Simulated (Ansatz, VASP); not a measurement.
## Two plane-wave programs on W2C

POSCAR

```
W2C
1.0
    3.0700456420      0.0000000000      0.0000000000
   -1.5350228210      2.6587375167      0.0000000000
    0.0000000000      0.0000000000      4.6784280000
W C
2 1
Direct
    0.3333333333      0.6666666667      0.7463310000
    0.6666666667      0.3333333333      0.2536690000
    0.0000000000      0.0000000000      0.0000000000
```

Contents of INCAR.step1:

```
  ALGO = Normal
  EDIFF = 1E-5
  ENCUT = 660
  GGA = PE
  GGA_COMPAT = F
  ISMEAR = 1
  LASPH = T
  LCHARG = F
  LREAL = F
  LWAVE = T
  NBANDS = 23
  NELM = 120
  PREC = Accurate
  SIGMA = 0.19
```

Contents of INCAR.step2:

```
  ALGO = Normal
  EDIFF = 1E-6
  ENCUT = 660
  GGA_COMPAT = F
  ISIF = 2
  ISMEAR = 1
  ISTART = 1
  LASPH = T
  LCHARG = F
  LMIXTAU = T
  LREAL = F
  LWAVE = F
  METAGGA = R2SCAN
  NBANDS = 23
  NELM = 120
  PREC = Accurate
  SIGMA = 0.19
```

File KPOINTS:

```
k-points
0
Gamma
  6 6 2
```

Input for Ansatz:

```yaml
crystal:
  lattice:
    - [3.070045642, 0.0, 0.0]
    - [-1.535022821, 2.6587375167, 0.0]
    - [0.0, 0.0, 4.678428]
  atoms:
    - { symbol: W, position: [0.3333333333, 0.6666666667, 0.746331] }
    - { symbol: W, position: [0.6666666667, 0.3333333333, 0.253669] }
    - { symbol: C, position: [0.0, 0.0, 0.0] }
basis:
  ecutwfc: 500
kpoints:
  mp_grid: { grid: [6, 6, 2] }
hamiltonian:
  xc: r2scan
scf:
  occupations: { method: cold, width: 0.19 }
output:
  forces: true
  stress: true
  eigenvalues: true
```

Alike in both runs: task single point; functional r2SCAN; k mesh 6 × 6 × 2; no spin polarisation.

|  | VASP | Ansatz |
| --- | --- | --- |
| version | VASP 6.6.1 | Ansatz 0.2.0 |
| potentials or method | VASP PAW PBE potentials, release 64 (W_sv, C), cutoff 660 eV | scalar-relativistic, plane waves, PAW |
| occupations | methfessel-paxton of order 1, width 0.19 eV | cold, width 0.19 eV |
| valence electrons in the cell | 32 | 32 |

```csv
,VASP,Ansatz,Ansatz less VASP
gap on the k mesh at the Fermi level (eV),none,none,-
pressure (GPa),-5.5,-6.8,-1.26
"traceless stress, the component that is largest in VASP (GPa)",-3.75,-4.10,-0.351
rms of the force components (eV/Å),0.049,0.060,+0.0117
```

VASP's potentials were made for PBE, not for r2SCAN. Atom by atom the forces differ by 0.012 eV/Å (rms over components). A gap of «none» marks a metal or a gap that the smearing closes.

The k mesh is coarse, so the values compare programs but aren't converged. Spin-orbit coupling is off throughout.
